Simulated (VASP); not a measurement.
A run of VASP 6.6.1 is set up as follows.

Contents of INCAR:

```
SYSTEM = Sn2GeP2
PREC = Accurate
ENCUT = 520
EDIFF = 1E-6
ISMEAR = 0
SIGMA = 0.1
LREAL = .FALSE.
LASPH = .TRUE.
NELM = 60
ALGO = Normal
ISIF = 2
LWAVE = .FALSE.
LCHARG = .FALSE.
GGA = PE
NBANDS = 34
```

The input KPOINTS:

```
Automatic mesh
0
G
  6 6 6
  0 0 0
```

Contents of POSCAR:

```
Sn2GeP2
1.0
   -2.2995920800      2.2995920800      5.3147733600
    2.2995920800     -2.2995920800      5.3147733600
    2.2995920800      2.2995920800     -5.3147733600
Sn Ge P
2 1 2
Direct
    0.2500000000      0.7500000000      0.5000000000
    0.7500000000      0.2500000000      0.5000000000
    0.0000000000      0.0000000000      0.0000000000
    0.6345484900      0.6345484900      0.0000000000
    0.3654515100      0.3654515100      0.0000000000
```

Potentials or basis: VASP PAW PBE potentials, release 64 (Sn_d, Ge_d, P).

Run with:

```sh
$ cat potpaw_PBE.64/Sn_d/POTCAR potpaw_PBE.64/Ge_d/POTCAR potpaw_PBE.64/P/POTCAR > POTCAR
$ mpirun -np 1 vasp_std > vasp.out
```

Task: What does it give for the pressure?

Result: 7.4 GPa.

Task: Estimate the band gap on the k mesh.

Result: Zero (bands 26 and 27 overlap by 1.08 eV).

Stress tensor (GPa, compression positive):
```
9.63 0.00 0.00
0.00 9.63 0.00
0.00 0.00 2.98
```

Caveat: the stress differs along the axes, from 3 to 10 GPa; spin-orbit coupling is left out, which moves the levels of the heavy elements; forces of over 1 eV/Å act on the atoms, so gaps and moduli don't describe the material at rest.
